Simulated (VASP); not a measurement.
Runs of VASP 6.6.1 on TaN. The structure is that of space group Fm-3m (No. 225), or close to it. The cells are those of the table. 

| cell | gap on the mesh (eV) | pressure (GPa) |
| --- | --- | --- |
| a = 3.077, b = 3.077, c = 3.030 Å, angles 60.5, 60.5, 59.0°, 2 atoms | none | 24.9 |
| a = 3.053, b = 3.053, c = 3.030 Å, angles 60.3, 60.3, 59.5°, 2 atoms | none | 31.0 |
| a = 3.030 Å, angles 60.0°, 2 atoms | none | (a) |
| a = 3.053, b = 3.053, c = 3.077 Å, angles 59.7, 59.7, 60.5°, 2 atoms | none | 24.2 |
| a = 3.101, b = 3.101, c = 3.030 Å, angles 60.8, 60.8, 58.5°, 2 atoms | none | 19.7 |
| a = 3.077 Å, angles 60.0°, 2 atoms | none | (b) |
| a = 3.217 Å, angles 60.0°, 2 atoms | none | -23.5 |

Alike in all rows: task single point; level PBE; potentials or basis VASP PAW PBE potentials, release 64 (Ta_pv, N); no spin polarisation; k mesh 24 × 24 × 24; cutoff (eV) 520; smearing gaussian 0.15 eV.

Task: Estimate the missing entries.

Result: (a) 38.1; (b) 17.5.

Caveats: spin-orbit coupling is left out, which moves the levels of the heavy elements; the cell stands under pressure (at least some runs); the stress differs along the axes, from 10 to 32 GPa (at least some runs); the stress differs along the axes, from 23 to 35 GPa (at least some runs); the stress differs along the axes, from 20 to 32 GPa (at least some runs); the stress differs along the axes, from 1 to 29 GPa (at least some runs); the cell stands under tension (at least some runs).

A k mesh can miss the band edges, and the runs leave out spin-orbit coupling on Ta.

A gap of «none» marks levels without a gap at the run's occupations.
